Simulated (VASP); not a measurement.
## TaN2: relaxation of cell and atoms with PBE

TaN2:

```
CELL_PARAMETERS angstrom
-2.24391 2.24391 2.72927
2.24391 -2.24391 2.72927
2.24391 2.24391 -2.72927
ATOMIC_POSITIONS crystal
Ta 0.25000 0.25000 0.00000
Ta 0.75000 0.75000 0.00000
N 0.61342 0.11342 0.72685
N 0.11342 0.38658 0.50000
N 0.38658 0.88658 0.27315
N 0.88658 0.61342 0.50000
```

```yaml
Program: VASP 6.6.1
Task: relaxation of cell and atoms
Functional: PBE
Potentials_or_basis: VASP PAW PBE potentials, release 64 (Ta_pv, N)
Cutoff: 600 eV
k_mesh: 12 × 12 × 12
Occupations: gaussian, width 0.1 eV
Spin: no spin polarisation
Dipole_correction: no
Further_INCAR_settings: ALGO = Normal; EDIFF = 1e-07; IBRION = 2; EDIFFG = -0.01; NSW = 100; ISIF = 3
```

```json
{
  "Relaxed volume": "9.18 Å³/atom",
  "Relaxed cell": "a = 4.187 Å, b = 4.187 Å, c = 4.187 Å, α = 115.01°, β = 115.01°, γ = 98.88°",
  "Space group after relaxing (to 0.1 Å)": "I4/mcm (No. 140)",
  "Energy gained by relaxing": "0.2 meV/atom",
  "Ionic steps": "7",
  "Pressure after relaxing": "0.0 GPa",
  "Largest force after relaxing": "0.008 eV/Å",
  "Band gap on the k mesh": "zero (bands 21 and 22 overlap by 0.69 eV)"
}
```

Forces in eV/Å, atoms in the order of the input:
```
Ta   0.000  0.000  0.000
Ta   0.000  0.000  0.000
N    0.006  0.006  0.000
N   -0.006  0.006  0.000
N   -0.006 -0.006  0.000
N    0.006 -0.006  0.000
```

Step by step:
```
step  energy change (eV)  largest force (eV/Å)  pressure (GPa)  volume (Å³)
   1              0.0000                0.0572            0.70        54.97
   2             -0.0002                0.0922           -1.29        55.29
   3             -0.0011                0.0228           -0.35        55.14
   4             -0.0013                0.0074            0.23        55.05
   5             -0.0014                0.0119            0.07        55.07
   6             -0.0014                0.0121            0.06        55.07
   7             -0.0014                0.0083           -0.05        55.09
```

Final structure:
```
CELL_PARAMETERS angstrom
-2.24929 2.24929 2.72242
2.24929 -2.24929 2.72242
2.24929 2.24929 -2.72242
ATOMIC_POSITIONS crystal
Ta 0.25000 0.25000 0.00000
Ta 0.75000 0.75000 0.00000
N 0.61352 0.11352 0.72703
N 0.11352 0.38648 0.50000
N 0.38648 0.88648 0.27297
N 0.88648 0.61352 0.50000
```

Levels at points of the mesh, in eV from the Fermi level:
| k point | band 19 | band 20 | band 21 | band 22 | band 23 | band 24 |
| --- | --- | --- | --- | --- | --- | --- |
| (0.00, 0.00, 0.00) | -3.22 | -3.17 | -3.17 | 1.17 | 2.51 | 2.51 |
| (0.50, 0.00, 0.00) | -4.09 | -4.09 | 0.35 | 0.35 | 0.84 | 0.84 |
| (0.50, 0.50, 0.00) | -3.72 | -3.60 | -2.19 | 0.67 | 2.55 | 2.80 |
| (0.50, 0.50, 0.50) | -3.38 | -1.02 | -0.90 | -0.34 | 0.44 | 1.47 |

Run time: 6.8 min on 1 thread of Intel(R) Xeon(R) 6975P-C (Granite Rapids), with other jobs on the host, peak memory 0.38 GiB.

Caveat: spin-orbit coupling is left out, which moves the levels of the heavy elements.
